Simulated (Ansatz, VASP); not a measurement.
# Al2Cu: VASP beside Ansatz

Contents of INCAR:

```
PREC = Accurate
ENCUT = 600
EDIFF = 1E-7
ISMEAR = 0
SIGMA = 0.1
LREAL = False
LASPH = True
NELM = 120
ALGO = Normal
ISIF = 3
LWAVE = False
LCHARG = False
GGA = PE
IBRION = 2
NSW = 80
EDIFFG = -0.015
GGA_COMPAT = False
NELMIN = 4
```

KPOINTS

```
regular mesh
0
Gamma
  8 6 6
```

File POSCAR:

```
Al2Cu
1.0
    0.0000000000      0.0000000000      4.8828853604
   -6.0524867093      0.0000000000      0.0000000000
    0.0000000000     -6.0524867093      0.0000000000
Al Cu
8 4
Direct
    1.0000000000      0.3413053791      0.1586946209
    0.5000000000      0.8413053791      0.6586946209
    0.5000000000      0.3413053791      0.8413053791
    1.0000000000      0.8413053791      0.3413053791
    0.0000000000      0.1586946209      0.6586946209
    0.5000000000      0.6586946209      0.1586946209
    0.5000000000      0.1586946209      0.3413053791
    0.0000000000      0.6586946209      0.8413053791
    0.7500000000      0.5000000000      0.5000000000
    0.2500000000      1.0000000000      1.0000000000
    0.2500000000      0.5000000000      0.5000000000
    0.7500000000      1.0000000000      1.0000000000
```

Input for Ansatz:

```yaml
crystal:
  lattice:
    - [0.0, 0.0, 4.8828853604]
    - [-6.0524867093, 0.0, 0.0]
    - [0.0, -6.0524867093, 0.0]
  atoms:
    - { symbol: Al, position: [1.0, 0.3413053791, 0.1586946209] }
    - { symbol: Al, position: [0.5, 0.8413053791, 0.6586946209] }
    - { symbol: Al, position: [0.5, 0.3413053791, 0.8413053791] }
    - { symbol: Al, position: [1.0, 0.8413053791, 0.3413053791] }
    - { symbol: Al, position: [0.0, 0.1586946209, 0.6586946209] }
    - { symbol: Al, position: [0.5, 0.6586946209, 0.1586946209] }
    - { symbol: Al, position: [0.5, 0.1586946209, 0.3413053791] }
    - { symbol: Al, position: [0.0, 0.6586946209, 0.8413053791] }
    - { symbol: Cu, position: [0.75, 0.5, 0.5] }
    - { symbol: Cu, position: [0.25, 1.0, 1.0] }
    - { symbol: Cu, position: [0.25, 0.5, 0.5] }
    - { symbol: Cu, position: [0.75, 1.0, 1.0] }
basis:
  ecutwfc: 420
kpoints:
  mp_grid: { grid: [8, 6, 6] }
hamiltonian:
  xc: pbe
scf:
  occupations: { method: gaussian, width: 0.1 }
output:
  forces: true
  stress: true
  eigenvalues: true
relax:
  adjacent_minimum: "off"
  f_tol: 0.015
  max_steps: 60
  cell: { stress_tol: 0.15 }
```

Alike in both runs: task relaxation of cell and atoms; functional PBE; k mesh 8 × 6 × 6; occupations gaussian, width 0.1 eV; no spin polarisation.

|  | VASP | Ansatz |
| --- | --- | --- |
| version | VASP 6.6.1 | Ansatz 0.2.0 |
| potentials or method | VASP PAW PBE potentials, release 64 (Al, Cu), cutoff 600 eV | scalar-relativistic, plane waves, PAW |
| valence electrons in the cell | 68 | 100 |

|  | VASP | Ansatz | Ansatz less VASP |
| --- | --- | --- | --- |
| gap on the k mesh at the Fermi level, each at its own relaxed structure (eV) | none | none | - |
| relaxed volume (Å³/atom) | 14.94 | 14.91 | -0.034 |
| relaxed cell length with the largest relative difference (Å) | 6.068 | 6.059 | -0.0086 |

A gap of «none» marks a metal or a gap that the smearing closes. VASP's potentials hold 68 valence electrons a cell and Ansatz's 100, so a difference there can come from the potentials and not from the codes.
